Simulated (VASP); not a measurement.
# Ag (P6_3/mmc) in VASP: a series of runs

The runs below take Ag through single point, with r2SCAN.

All numbers are computed with VASP 6.6.1; they aren't measurements. Logs are shortened: lines on timing, memory, paths and dates and some standing lists are left out, and cuts for length are marked.

## Step 1: The cell of the first run

The structure is hexagonal, space group P6_3/mmc (No. 194). The conventional cell has a = 2.788 Å, b = 2.788 Å, c = 4.748 Å, α = 90.00°, β = 90.00°, γ = 120.00°. Within 3.7 Å of Ag (site symmetry -6m2) lie 12 Ag at 2.79 to 2.87 Å.

This isn't the form of Ag at room conditions, which is fcc.

## Step 2: Single point, r2SCAN (strain -0.0400 x Voigt [1, 1, 0, 0, 0, 0])

File POSCAR:

```
Ag
1.0
    2.7875479351      0.0000000000      0.0000000000
   -1.3937739676      2.4140873261      0.0000000000
    0.0000000000      0.0000000000      4.7478463295
Ag
2
Direct
    0.3333333333      0.6666666667      0.2500000000
    0.6666666667      0.3333333333      0.7500000000
```

File INCAR.step1:

```
SYSTEM = Ag
ALGO = Normal ; EDIFF = 1E-4
ENCUT = 520 ; GGA = PE
ISMEAR = 0 ; LASPH = .TRUE.
LCHARG = .FALSE. ; LREAL = .FALSE.
LWAVE = .TRUE. ; NBANDS = 18
NELM = 100 ; PREC = Accurate
SIGMA = 0.15
```

File INCAR.step2:

```
SYSTEM = Ag
ALGO = Normal ; EDIFF = 1E-6
ENCUT = 520 ; ISIF = 2
ISMEAR = 0 ; ISTART = 1
LASPH = .TRUE. ; LCHARG = .FALSE.
LMIXTAU = .TRUE. ; LREAL = .FALSE.
LWAVE = .FALSE. ; METAGGA = R2SCAN
NBANDS = 18 ; NELM = 100
PREC = Accurate ; SIGMA = 0.15
```

File KPOINTS:

```
k-points
0
G
  24 24 14
  0 0 0
```

Potentials or basis: VASP PAW PBE potentials, release 64 (Ag).

Run with:

```console
> cat potpaw_PBE.64/Ag/POTCAR > POTCAR
> cp INCAR.step1 INCAR
> mpirun -np 1 vasp_std > vasp.out
> cp INCAR.step2 INCAR
> mpirun -np 1 vasp_std > vasp.out
```

OUTCAR:

```text
SYSTEM = Ag
   EDIFF = 1E-6
   ENCUT = 520
   ISIF = 2
   ISMEAR = 0
   ISTART = 1
   LASPH = .TRUE.
   LREAL = .FALSE.
   METAGGA = R2SCAN
   NELM = 100
   PREC = Accurate

 ion  position               nearest neighbor table
   1  0.333  0.667  0.250-   2 2.87   2 2.87   2 2.87   2 2.87   2 2.87   2 2.87
   2  0.667  0.333  0.750-   1 2.87   1 2.87   1 2.87   1 2.87   1 2.87   1 2.87

  LATTYP: Found a hexagonal cell.
 ALAT       =     2.7875479351
 C/A-ratio  =     1.7032339676

  Lattice vectors:

 A1 = (   2.7875479351,   0.0000000000,   0.0000000000)
 A2 = (  -1.3937739676,   2.4140873261,   0.0000000000)
 A3 = (   0.0000000000,   0.0000000000,   4.7478463295)

Analysis of symmetry for initial positions (statically):
=====================================================================
 Subroutine PRICEL returns:
 Original cell was already a primitive cell.

 Routine SETGRP: Setting up the symmetry group for a
 hexagonal supercell.

 Subroutine GETGRP returns: Found 24 space group operations
 (whereof 12 operations were pure point group operations)
 out of a pool of 24 trial point group operations.

The static configuration has the point symmetry D_3d.
 The point group associated with its full space group is D_6h.

Analysis of symmetry for dynamics (positions and initial velocities):
=====================================================================
 Subroutine PRICEL returns:
 Original cell was already a primitive cell.

 Routine SETGRP: Setting up the symmetry group for a
 hexagonal supercell.

 Subroutine GETGRP returns: Found 24 space group operations
 (whereof 12 operations were pure point group operations)
 out of a pool of 24 trial point group operations.

The dynamic configuration has the point symmetry D_3d.
 The point group associated with its full space group is D_6h.

 Subroutine INISYM returns: Found 24 space group operations
 (whereof 12 operations are pure point group operations),
 and found     1 'primitive' translations

----------------------------------------------------------------------------------------

                                     Primitive cell

  volume of cell :      31.9501

  direct lattice vectors                    reciprocal lattice vectors
     2.787547935  0.000000000  0.000000000     0.358738226  0.207117611  0.000000000
    -1.393773968  2.414087326  0.000000000     0.000000000  0.414235222  0.000000000
     0.000000000  0.000000000  4.747846329     0.000000000  0.000000000  0.210621813

  length of vectors
     2.787547935  2.787547935  4.747846329     0.414235222  0.414235222  0.210621813

  position of ions in fractional coordinates (direct lattice)
     0.333333333  0.666666667  0.250000000
     0.666666667  0.333333333  0.750000000

  ion indices of the primitive-cell ions
   primitive index   ion index
                 1           1
                 2           2

----------------------------------------------------------------------------------------

 KPOINTS: k-points

Automatic generation of k-mesh.
 Grid dimensions read from file:
 generate k-points for:   24   24   14

 Generating k-lattice:

  Cartesian coordinates                     Fractional coordinates (reciprocal lattice)
     0.014947426  0.008629900  0.000000000     0.041666667  0.000000000  0.000000000
     0.000000000  0.017259801  0.000000000     0.000000000  0.041666667  0.000000000
     0.000000000  0.000000000  0.015044415     0.000000000  0.000000000  0.071428571

  Length of vectors
     0.017259801  0.017259801  0.015044415

  Shift w.r.t. Gamma in fractional coordinates (k-lattice)
     0.000000000  0.000000000  0.000000000

 Subroutine IBZKPT returns following result:
 ===========================================

 Found    488 irreducible k-points:

 Following reciprocal coordinates:
            Coordinates               Weight
  0.000000  0.000000  0.000000      1.000000
  0.041667  0.000000  0.000000      6.000000
  0.083333 -0.000000  0.000000      6.000000
  0.125000  0.000000  0.000000      6.000000
  0.166667  0.000000  0.000000      6.000000
  0.208333  0.000000  0.000000      6.000000
[... 16 lines left out ...]
  0.416667  0.041667  0.000000     12.000000
  0.458333  0.041667  0.000000     12.000000
 [... further k-points ...]
   k-points           NKPTS =    488   k-points in BZ     NKDIM =    488   number of bands    NBANDS=     18
   number of dos      NEDOS =    301   number of ions     NIONS =      2
   total plane-waves  NPLWV =  20736
   dimension x,y,z NGX =    24 NGY =   24 NGZ =   36
   dimension x,y,z NGXF=    48 NGYF=   48 NGZF=   72
   ions per type =               2
   NGX,Y,Z   is equivalent  to a cutoff of  14.31, 14.31, 12.61 a.u.
   NGXF,Y,Z  is equivalent  to a cutoff of  28.63, 28.63, 25.21 a.u.
 SYSTEM =  Ag
   PREC   = accura    normal or accurate (medium, high low for compatibility)
   ISTART =      1    job   : 0-new  1-cont  2-samecut
   ICHARG =      0    charge: 1-file 2-atom 10-const
   ISPIN  =      1    spin polarized calculation?
   LNONCOLLINEAR =      F non collinear calculations
   LSORBIT =      F    spin-orbit coupling
   LASPH  =      T    aspherical Exc in radial PAW
   ENCUT  =  520.0 eV  38.22 Ry    6.18 a.u.   5.18  5.18  8.83*2*pi/ulx,y,z
   NELM   =    100;   NELMIN=  2; NELMDL=  0     # of ELM steps
   EDIFF  = 0.1E-05   stopping-criterion for ELM
   LREAL  =      F    real-space projection
   EDIFFG = 0.1E-04   stopping-criterion for IOM
   NSW    =      0    number of steps for IOM
   IBRION =     -1    ionic relax: 0-MD 1-quasi-New 2-CG
   NFREE  =      0    steps in history (QN), initial steepest desc. (CG)
   ISIF   =      2    stress and relaxation
   ISYM   =      2    0-nonsym 1-usesym 2-fastsym
   POTIM  = 0.5000    time-step for ionic-motion
   TEBEG  =    0.0;   TEEND  =   0.0 temperature during run
   PSTRESS=    0.0 pullay stress
   NELECT =      22.0000    total number of electrons
   NUPDOWN=      -1.0000    fix difference up-down
   EMIN   =  10.00;   EMAX   =-10.00  energy-range for DOS
   EFERMI =   0.00;   METHOD = LEGACY
   ISMEAR =     0;   SIGMA  =   0.15  broadening in eV -4-tet -1-fermi 0-gaus
   EFERMI_NEDOS =   21; number of points for ismear=-14 and -15
   IALGO  =     38    algorithm
   IMIX   =      4    mixing-type and parameters
     AMIX     =   0.40;   BMIX     =  1.00
     AMIX_MAG =   1.60;   BMIX_MAG =  1.00
  volume/ion in A,a.u.               =      15.98       107.80
  Fermi-wavevector in a.u.,A,eV,Ry     =   1.445634  2.731852 28.434246  2.089858
  Thomas-Fermi vector in A             =   2.563794
   LORBIT       =      0    0 simple, 1 ext, 2 COOP (PROOUT), +10 PAW based schemes
   METAGGA = R2SCAN    functional components
   LHFCALC =     F    Hartree Fock is set to
   AEXX    =    0.0000 exact exchange contribution
   IVDW    =     0    specifies the selected vdW correction
   LEPSILON=     F    determine dielectric tensor
   LRPA    =     F    only Hartree local field effects (RPA)
 non-spin polarized calculation
 Gauss-broadening in eV      SIGMA  =   0.15
  energy-cutoff  :      520.00
  volume of cell :       31.95
 maximum number of plane-waves:       881
 NGX is ok and might be reduce to    24
   NGX = 11   NGY = 11   NGZ = 17

 number of electron      22.0000008 magnetization

 Free energy of the ion-electron system (eV)
  ---------------------------------------------------
  ext. energy  EPLUGINS =         0.00000000
  ---------------------------------------------------
  free energy    TOTEN  =       -42.61188211 eV

  energy without entropy =      -42.60557011  energy(sigma->0) =      -42.60872611

 E-fermi :   9.4112     XC(G=0): -13.4258

 val. band max:        9.3849796506   @ k =   0.2500   0.1250   0.3571
 cond. band min:       9.4151355514   @ k =   0.3333   0.1667   0.2857
 fundamental gap:      0.0301559008
 Fermi energy:         9.4112112351

 k-point     1 :       0.0000    0.0000    0.0000
  band No.  band energies     occupation
      1       0.8944      2.00000
      2       2.1532      2.00000
      3       3.7660      2.00000
      4       4.0558      2.00000
      5       4.0558      2.00000
      6       4.2898      2.00000
[... 10 lines left out ...]
     17      29.9572      0.00000
     18      29.9572      0.00000

 k-point     2 :       0.0417    0.0000    0.0000
  band No.  band energies     occupation
      1       0.9495      2.00000
      2       2.1885      2.00000
      3       3.7606      2.00000
      4       4.0589      2.00000
      5       4.0869      2.00000
      6       4.2753      2.00000
[... 10 lines left out ...]
     17      29.4499      0.00000
     18      29.6527      0.00000

 k-point     3 :       0.0833   -0.0000    0.0000
  band No.  band energies     occupation
      1       1.1119      2.00000
      2       2.2890      2.00000
      3       3.7333      2.00000
      4       4.0796      2.00000
      5       4.1789      2.00000
      6       4.2408      2.00000
[... 10 lines left out ...]
     17      28.4799      0.00000
     18      29.6008      0.00000

 k-point     4 :       0.1250    0.0000    0.0000
  band No.  band energies     occupation
      1       1.3715      2.00000
      2       2.4371      2.00000
      3       3.6776      2.00000
      4       4.0945      2.00000
      5       4.2473      2.00000
      6       4.3282      2.00000
[... 375 lines left out ...]
      4       4.1562      2.00000
      5       4.3235      2.00000
      6       4.3786      2.00000
[... 10 lines left out ...]
     17      21.9813      0.00000
     18      26.5277      0.00000

 k-point    23 :       0.4167    0.0417    0.0000
  band No.  band energies     occupation
      1       2.2495      2.00000
      2       2.6451      2.00000
      3       2.6826      2.00000
      4       4.1267      2.00000
      5       4.2559      2.00000
      6       4.4631      2.00000
[... 10 lines left out ...]
     17      21.3320      0.00000
     18      26.2840      0.00000

 k-point    24 :       0.4583    0.0417    0.0000
  band No.  band energies     occupation
      1       2.2118      2.00000
      2       2.6236      2.00000
      3       2.6259      2.00000
      4       4.1146      2.00000
      5       4.2183      2.00000
      6       4.5079      2.00000
[... 10 lines left out ...]
     17      21.1381      0.00000
     18      26.1602      0.00000

 [... further k-points ...]

------------------------ aborting loop because EDIFF is reached ----------------------------------------

  FORCE on cell =-STRESS in cart. coord.  units (eV):
  Direction    XX          YY          ZZ          XY          YZ          ZX
  --------------------------------------------------------------------------------------
  -------------------------------------------------------------------------------------
  Total        2.5815453      2.5815453      1.4452528     -0.0000000      0.0000000      0.0000000
  in kB      129.4548595    129.4548595     72.4740320     -0.0000000      0.0000000      0.0000000
  external PRESSURE =     110.4612503 kB  Pullay stress =       0.0000000 kB

 VOLUME and BASIS-vectors are now :
 -----------------------------------------------------------------------------
  energy-cutoff  :      520.00
  volume of cell :       31.95
      direct lattice vectors                 reciprocal lattice vectors
     2.787547935  0.000000000  0.000000000     0.358738226  0.207117611  0.000000000
    -1.393773968  2.414087326  0.000000000     0.000000000  0.414235222  0.000000000
     0.000000000  0.000000000  4.747846329     0.000000000  0.000000000  0.210621813

 POSITION                                       TOTAL-FORCE (eV/Angst)
 -----------------------------------------------------------------------------------
     -0.00000      1.60939      1.18696        -0.000000      0.000000      0.000000
      1.39377      0.80470      3.56088         0.000000     -0.000000      0.000000
 -----------------------------------------------------------------------------------
    total drift:                               -0.000000      0.000000     -0.000000

  FREE ENERGIE OF THE ION-ELECTRON SYSTEM (eV)
  ---------------------------------------------------
  free  energy   TOTEN  =       -42.6118821106 eV

  energy  without entropy=      -42.6055701080  energy(sigma->0) =      -42.60872611
```

Run time: 4.3 min. Hardware: 1 thread of Intel Xeon 6975P-C (Granite Rapids), shared host; peak memory 0.33 GiB.

Results:

```yaml
Free_energy: -42.6119 eV
Pressure: 11.0 GPa
Band_gap_on_the_k_mesh: zero (bands 11 and 12 overlap by 8.48 eV)
```

Stress tensor (GPa, compression positive):
```
12.95  0.00  0.00
 0.00 12.95  0.00
 0.00  0.00  7.25
```

Caveat: the cell differs from its parent crystal (strain -0.0400 x Voigt [1, 1, 0, 0, 0, 0]); the stress differs along the axes, from 7 to 13 GPa; the PAW data sets were made with another functional, which shifts forces and pressure a little.

## Step 3: Single point, r2SCAN (strain -0.0300 x Voigt [1, 1, 0, 0, 0, 0])

File POSCAR:

```
Ag
1.0
    2.8165848928      0.0000000000      0.0000000000
   -1.4082924464      2.4392340691      0.0000000000
    0.0000000000      0.0000000000      4.7478463295
Ag
2
Direct
    0.3333333333      0.6666666667      0.2500000000
    0.6666666667      0.3333333333      0.7500000000
```

File INCAR.step1:

```
PREC = Accurate
ENCUT = 520
ISMEAR = 0
SIGMA = 0.15
LREAL = F
LASPH = T
NELM = 60
NBANDS = 18
GGA = PE
ALGO = Normal
EDIFF = 1E-4
LWAVE = T
LCHARG = F
```

File INCAR.step2:

```
PREC = Accurate
ENCUT = 520
EDIFF = 1E-7
ISMEAR = 0
SIGMA = 0.15
LREAL = F
LASPH = T
NELM = 60
ALGO = Normal
ISIF = 2
LWAVE = F
LCHARG = F
METAGGA = R2SCAN
LMIXTAU = T
NBANDS = 18
ISTART = 1
```

File KPOINTS:

```
regular mesh
0
Gamma
  24 24 14
```

Potentials or basis: VASP PAW PBE potentials, release 64 (Ag).

Run with:

```console
> cat potpaw_PBE.64/Ag/POTCAR > POTCAR
> cp INCAR.step1 INCAR
> mpirun -np 1 vasp_std > vasp.out
> cp INCAR.step2 INCAR
> mpirun -np 1 vasp_std > vasp.out
```

Wall time 5.3 min (1 thread of Intel Xeon 6975P-C (Granite Rapids), shared host); peak memory 0.35 GiB.

Results (log left out):

```
Free energy            : -42.6576 eV
Pressure               : 7.7 GPa
Band gap on the k mesh : zero (bands 11 and 12 overlap by 8.34 eV)
```

Stress tensor (GPa, compression positive):
```
8.93 0.00 0.00
0.00 8.93 0.00
0.00 0.00 5.27
```

Levels at points of the mesh, in eV from the Fermi level:
```csv
k point,band 7,band 8,band 9,band 10,band 11,band 12,band 13,band 14,band 15,band 16
"(0.00, 0.00, 0.00)",-5.03,-4.49,-4.49,-3.50,-3.50,-0.75,3.47,16.64,17.80,18.85
"(0.50, 0.00, 0.00)",-4.20,-3.34,-3.25,-3.13,0.16,1.81,7.22,7.45,9.98,10.88
"(0.00, 0.00, 0.50)",-5.08,-5.08,-3.83,-3.83,-3.83,-3.83,11.17,11.17,17.03,17.03
"(0.50, 0.00, 0.50)",-3.54,-3.54,-3.18,-3.18,0.79,0.79,5.08,5.08,14.53,14.53
```

Caveat: the cell differs from its parent crystal (strain -0.0300 x Voigt [1, 1, 0, 0, 0, 0]); the cell stands under pressure; the PAW data sets were made with another functional, which shifts forces and pressure a little.

The gap in the log of VASP goes by the Fermi energy; the results here count the filled bands.